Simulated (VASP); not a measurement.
Wanted: the native input for a VASP 6.6.1 run.

* Task: single point
* Functional: PBE
* Potentials or basis: VASP PAW PBE potentials, release 64 (Ga_d)
* Cutoff: 520 eV
* k mesh: 16 × 16 × 12
* Occupations: gaussian, width 0.1 eV
* Spin: no spin polarisation
* Dipole correction: no
* Further INCAR settings: ALGO = Fast; EDIFF = 1e-07; NBANDS = 20

The structure of Ga lies in POSCAR:

```
Ga
1.0
    1.4080461300     -4.3744701300     -0.0126129600
    1.4080461300      4.3744701300     -0.0126129600
   -0.1499459811      0.0000000000      3.2468871122
Ga
2
Direct
    0.8503734012      0.1496265988      0.2500000000
    0.1496265988      0.8503734012      0.7500000000
```

This cell differs from its parent crystal: strained and its atoms moved.

These files were run (other wordings do the same):

INCAR

```
  PREC = Accurate
  ENCUT = 520
  EDIFF = 1E-7
  ISMEAR = 0
  SIGMA = 0.1
  LREAL = False
  LASPH = True
  NELM = 80
  ALGO = Fast
  ISIF = 2
  LWAVE = False
  LCHARG = False
  GGA = PE
  NBANDS = 20
```

KPOINTS

```
Automatic mesh
0
Gamma
  16 16 12
```

Potentials or basis: VASP PAW PBE potentials, release 64 (Ga_d).

Run with:

```bash
$ cat potpaw_PBE.64/Ga_d/POTCAR > POTCAR
$ mpirun -np 1 vasp_std > vasp.out
```

It gave:

```json
{"Pressure": "0.2 GPa", "Largest force": "0.880 eV/Å", "Band gap on the k mesh": "zero (band 13 reaches 8.88 eV, above the bottom of band 14 at 1.54 eV)"}
```

Caveat: the cell differs from its parent crystal (strained and its atoms moved).

It took 8.8 min on 1 thread of Intel(R) Xeon(R) Platinum 8259CL CPU @ 2.50GHz (Skylake/Cascade Lake) (shared host), peak memory 0.59 GiB.
